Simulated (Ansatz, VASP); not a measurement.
# Two plane-wave programs on Si3N

```
Si N
1.0
     3.83334    0.00000    0.00000
     0.00000    5.42117    0.00000
     0.00000    0.00000   22.48776
Si N
6 2
Direct
  0.50000 0.00000 0.17787
  0.00000 0.25000 0.17787
  0.00000 0.50388 0.26087
  0.50000 0.74612 0.26087
  0.50000 0.00860 0.34186
  0.00000 0.24140 0.34186
  0.66667 0.67527 0.47972
  0.66667 0.67527 0.52863
```

Alike in both runs: task single point; functional PBE; dispersion D3(BJ); k mesh 7 × 5 × 1; occupations gaussian, width 0.05 eV; no spin polarisation.

```csv
,VASP,Ansatz
version,VASP 6.6.1,Ansatz 0.2.0
potentials or method,"VASP PAW PBE potentials, release 64 (Si, N), cutoff 520 eV","scalar-relativistic, plane waves, PAW"
valence electrons in the cell,34,34
```

VASP gave:

```
gap on the k mesh at the Fermi level (eV)  : none
rms of the force components (eV/Å)         : 0.647
work function, face that differs most (eV) : 4.82
```

Task: What did Ansatz give for the same quantities?

Result: gap on the k mesh at the Fermi level (eV): none; rms of the force components (eV/Å): 0.194; work function, face that differs most (eV): 4.82.

Atom by atom the forces differ by 0.519 eV/Å (rms over components). A gap of «none» marks a metal or a gap that the smearing closes. One of these differences is far larger than is usual between the two programs; its cause wasn't traced.

Noted on VASP's run: the standard files for N, O and F lose accuracy on very short bonds.
